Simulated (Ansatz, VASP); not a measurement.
**Two plane-wave programs on C**

Contents of INCAR:

```
PREC = Accurate
ENCUT = 520
EDIFF = 1E-6
ISMEAR = 0
SIGMA = 0.05
LREAL = Auto
LASPH = T
NELM = 80
ALGO = Normal
ISIF = 2
LWAVE = F
LCHARG = F
GGA = PS
NBANDS = 43
```

The input KPOINTS:

```
regular mesh
0
Gamma
  6 6 6
```

The input POSCAR:

```
C
1.0
    0.0000000000      3.5537981836     -3.5537981836
   -3.5537981836      0.0000000000     -3.5537981836
   -3.5537981836      3.5537981836      0.0000000000
C
15
Direct
    0.2500000000      0.7500000000      0.2500000000
    0.7500000000      0.2500000000      0.2500000000
    0.2500000000      0.2500000000      0.2500000000
    0.7500000000      0.7500000000      0.7500000000
    0.2500000000      0.7500000000      0.7500000000
    0.7500000000      0.2500000000      0.7500000000
    0.2500000000      0.2500000000      0.7500000000
    0.8750000000      0.3750000000      0.3750000000
    0.3750000000      0.3750000000      0.3750000000
    0.8146897794      0.8146897794      0.4956204412
    0.3750000000      0.8750000000      0.3750000000
    0.8750000000      0.3750000000      0.8750000000
    0.3750000000      0.3750000000      0.8750000000
    0.8750000000      0.8750000000      0.8750000000
    0.3750000000      0.8750000000      0.8750000000
```

Input for Ansatz:

```yaml
crystal:
  lattice:
    - [0.0, 3.5537981836, -3.5537981836]
    - [-3.5537981836, 0.0, -3.5537981836]
    - [-3.5537981836, 3.5537981836, 0.0]
  atoms:
    - { symbol: C, position: [0.25, 0.75, 0.25] }
    - { symbol: C, position: [0.75, 0.25, 0.25] }
    - { symbol: C, position: [0.25, 0.25, 0.25] }
    - { symbol: C, position: [0.75, 0.75, 0.75] }
    - { symbol: C, position: [0.25, 0.75, 0.75] }
    - { symbol: C, position: [0.75, 0.25, 0.75] }
    - { symbol: C, position: [0.25, 0.25, 0.75] }
    - { symbol: C, position: [0.875, 0.375, 0.375] }
    - { symbol: C, position: [0.375, 0.375, 0.375] }
    - { symbol: C, position: [0.8146897794, 0.8146897794, 0.4956204412] }
    - { symbol: C, position: [0.375, 0.875, 0.375] }
    - { symbol: C, position: [0.875, 0.375, 0.875] }
    - { symbol: C, position: [0.375, 0.375, 0.875] }
    - { symbol: C, position: [0.875, 0.875, 0.875] }
    - { symbol: C, position: [0.375, 0.875, 0.875] }
basis:
  ecutwfc: 420
kpoints:
  mp_grid: { grid: [6, 6, 6] }
hamiltonian:
  xc: pbesol
  pseudopotentials: { kind: paw, azcp: { folder: soft_1 } }
scf:
  occupations: { method: gaussian, width: 0.05 }
output:
  forces: true
  stress: true
  eigenvalues: true
  write_density: true
  write_potential: true
  elf: true
  volumetric_format: npy
```

Change from the starting cell: C vacancy; atom 10 moved 0.000 of the way to it and +0.525 Å across, host rigid.

Alike in both runs: task single point; functional PBEsol; k mesh 6 × 6 × 6; occupations gaussian, width 0.05 eV; no spin polarisation.

|  | VASP | Ansatz |
| --- | --- | --- |
| version | VASP 6.6.1 | Ansatz 0.2.0 |
| potentials or method | VASP PAW PBE potentials, release 64 (C), cutoff 520 eV | scalar-relativistic, plane waves, PAW |
| valence electrons in the cell | 60 | 60 |

Ansatz gave:

| Item | Value |
| --- | --- |
| gap on the k mesh at the Fermi level (eV) | none |
| pressure (GPa) | 18.0 |
| traceless stress, the component that is largest in VASP (GPa) | -27.90 |
| rms of the force components (eV/Å) | 8.907 |

Question: Which values does VASP return?

Answer: gap on the k mesh at the Fermi level (eV): none; pressure (GPa): 19.3; traceless stress, the component that is largest in VASP (GPa): -28.37; rms of the force components (eV/Å): 9.030.

VASP's potentials were made for PBE, not for PBEsol, and Ansatz warns of the same on its side. Atom by atom the forces differ by 0.127 eV/Å (rms over components). A gap of «none» marks a metal or a gap that the smearing closes. With one functional, cell and mesh, what is left measures potentials, basis and numerics.
